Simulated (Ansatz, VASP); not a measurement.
# Two plane-wave programs on Al2Cu

```xyz
3
Lattice="-2.0446 2.0446 3.0938 2.0446 -2.0446 3.0938 2.0446 2.0446 -3.0938" Properties=species:S:1:pos:R:3 pbc="T T T"
Al    0.0000    2.0446    1.4827
Al    2.0446    0.0000    1.6111
Cu    0.0000    0.0000    3.0938
```

Change from the starting cell: mode 9 frozen in at -0.060 Å, normal strain along z +0.0700.

Alike in both runs: task single point; functional PBE; k mesh 14 × 14 × 14; occupations gaussian, width 0.15 eV; no spin polarisation.

|  | VASP | Ansatz |
| --- | --- | --- |
| version | VASP 6.6.1 | Ansatz 0.2.0 |
| potentials or method | VASP PAW PBE potentials, release 64 (Al, Cu), cutoff 520 eV | scalar-relativistic, plane waves, PAW |
| valence electrons in the cell | 17 | 25 |

|  | VASP | Ansatz | Ansatz less VASP |
| --- | --- | --- | --- |
| gap on the k mesh at the Fermi level (eV) | none | none | - |
| pressure (GPa) | -4.9 | -5.1 | -0.22 |
| traceless stress, the component that is largest in VASP (GPa) | 2.80 | 2.82 | +0.015 |
| rms of the force components (eV/Å) | 0.111 | 0.112 | +0.0001 |

Atom by atom the forces differ by 0.000 eV/Å (rms over components). A gap of «none» marks a metal or a gap that the smearing closes. VASP's potentials hold 17 valence electrons a cell and Ansatz's 25, so a difference there can come from the potentials and not from the codes.
